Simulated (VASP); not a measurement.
A run of VASP 6.6.1:

File INCAR:

```
SYSTEM = Au
PREC     = Accurate       ! precision mode
ENCUT    = 520            ! plane-wave cutoff, eV
EDIFF    = 1E-7           ! SCF threshold, eV
ISMEAR   = 0              ! smearing method
SIGMA    = 0.1            ! smearing width, eV
LREAL    = .FALSE.        ! projectors in reciprocal space
LASPH    = .TRUE.         ! aspherical terms in the spheres
NELM     = 100            ! most SCF steps
ALGO     = Normal         ! electronic algorithm
ISIF     = 2              ! what is computed and relaxed
LWAVE    = .FALSE.        ! write WAVECAR
LCHARG   = .FALSE.        ! write CHGCAR
GGA      = PS             ! functional
NBANDS   = 18             ! bands
```

File KPOINTS:

```
regular mesh
0
G
  18 18 10
  0 0 0
```

File POSCAR:

```
Au
1.0
    2.8381644014      0.0000000000      0.0000000000
   -1.4190822007      2.4579224717      0.0000000000
    0.0000000000      0.0000000000      4.7357791604
Au
2
Direct
    0.3333333333      0.6666666667      0.7500000000
    0.6666666667      0.3333333333      0.2500000000
```

Potentials or basis: VASP PAW PBE potentials, release 64 (Au).

Launch:

```console
$ cat potpaw_PBE.64/Au/POTCAR > POTCAR
$ mpirun -np 1 vasp_std > vasp.out
```

Hardware: 1 thread of Intel(R) Xeon(R) Platinum 8488C (Sapphire Rapids) (shared host).

Task: How long does it take, and how much memory?

Result: Run time: 50 s on 1 thread of Intel(R) Xeon(R) Platinum 8488C (Sapphire Rapids) (shared host), peak memory 0.24 GiB. Counts: scf iterations 12, k points 222.
